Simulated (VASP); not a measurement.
Set up this calculation in VASP 6.6.1, as the native input.

- Task: single point
- Functional: r2SCAN
- Potentials or basis: VASP PAW PBE potentials, release 64 (Fe)
- Cutoff: 520 eV
- k mesh: 16 × 16 × 4
- Occupations: fermi-dirac, width 0.05 eV
- Spin: collinear spin, ferrimagnetic start
- Starting moments: [2.551, 2.551, -2.76, -2.76] μB
- Dipole correction: no
- Further INCAR settings: ALGO = Normal; EDIFF = 1e-06; NBANDS = 28

Crystal: Fe.

```
Fe
1.0
     2.40329    0.00000    0.00000
    -1.20164    2.08131    0.00000
     0.00000    0.00000    8.25452
Fe
4
Cartesian
  2.4033 0.0000 0.0000
  1.2016 2.0813 4.1273
  0.0000 1.3875 2.0636
  1.2016 0.6938 6.1909
```

This isn't the form of Fe at room conditions, which is bcc.

One way to write it, as run:

POSCAR

```
Fe
1.0
    2.4032851641      0.0000000000      0.0000000000
   -1.2016425821      2.0813060046      0.0000000000
    0.0000000000      0.0000000000      8.2545202237
Fe
4
Direct
    1.0000000000      0.0000000000      0.0000000000
    1.0000000000      1.0000000000      0.5000000000
    0.3333333333      0.6666666667      0.2500000000
    0.6666666667      0.3333333333      0.7500000000
```

INCAR.step1

```
PREC = Accurate ; ENCUT = 520
ISMEAR = -1 ; SIGMA = 0.05
LREAL = F ; LASPH = T
NELM = 150 ; ISPIN = 2
MAGMOM = 2.551 2.551 -2.76 -2.76 ; LMAXMIX = 4
NBANDS = 28 ; GGA = PE
ALGO = Normal ; EDIFF = 1E-4
LWAVE = T ; LCHARG = F
```

INCAR.step2

```
PREC = Accurate ; ENCUT = 520
EDIFF = 1E-6 ; ISMEAR = -1
SIGMA = 0.05 ; LREAL = F
LASPH = T ; NELM = 150
ALGO = Normal ; ISIF = 2
LWAVE = F ; LCHARG = T
ISPIN = 2 ; MAGMOM = 2.551 2.551 -2.76 -2.76
LORBIT = 11 ; LMAXMIX = 4
METAGGA = R2SCAN ; LMIXTAU = T
LELF = T ; LVHAR = T
NBANDS = 28 ; ISTART = 1
```

KPOINTS

```
regular mesh
0
Gamma
  16 16 4
```

Potentials or basis: VASP PAW PBE potentials, release 64 (Fe).

The run is started by

```console
$ cat potpaw_PBE.64/Fe/POTCAR > POTCAR
$ cp INCAR.step1 INCAR
$ mpirun -np 1 vasp_std > vasp.out
$ cp INCAR.step2 INCAR
$ mpirun -np 1 vasp_std > vasp.out
```

Results of the run:

* Pressure: 20.9 GPa
* Net moment: -0.80 μB per cell
* Site moments: Fe +1.98, -2.38 (each value once) μB
* Valence electrons inside the program's atomic spheres: Fe 7.51, 7.49 (each value once)

Caveat: the cell stands under pressure; the PAW data sets were made with another functional, which shifts forces and pressure a little.

Run time: 8.3 min on 1 thread of Intel(R) Xeon(R) 6975P-C (Granite Rapids), on a shared host, peak memory 0.27 GiB.
